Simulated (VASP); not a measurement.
A run of VASP 6.6.1 is set up as follows.

INCAR

```
PREC = Accurate
ENCUT = 520
EDIFF = 1E-6
ISMEAR = -1
SIGMA = 0.05
LREAL = F
LASPH = T
NELM = 150
ALGO = Normal
ISIF = 2
LWAVE = F
LCHARG = F
ISPIN = 2
MAGMOM = 1 1 1
LORBIT = 11
LMAXMIX = 4
GGA = PE
NBANDS = 29
```

KPOINTS

```
Automatic mesh
0
Gamma
  11 11 15
```

The input POSCAR:

```
Ti
1.0
    4.7567033638      0.0000000000      0.0000000000
   -2.3783516819      4.1194259513      0.0000000000
    0.0000000000      0.0000000000      2.9394334039
Ti
3
Direct
    0.0000000000      1.0000000000      0.0000000000
    0.3333333333      0.6666666667      0.5000000000
    0.6666666667      0.3333333333      0.5000000000
```

Potentials or basis: VASP PAW PBE potentials, release 64 (Ti_sv).

Run with:

```sh
$ cat potpaw_PBE.64/Ti_sv/POTCAR > POTCAR
$ mpirun -np 1 vasp_std > vasp.out
```

**Question.** Predict the net moment.

**Answer.** 0.00 μB per cell.

**Question.** Estimate the band gap on the k mesh.

**Answer.** Zero (filled and empty bands overlap).

**Question.** What does it give for the pressure?

**Answer.** -10.4 GPa.

Stress tensor (GPa, compression positive):
```
-10.32   0.00   0.00
  0.00 -10.32   0.00
  0.00   0.00 -10.66
```

Caveat: the cell stands under tension.
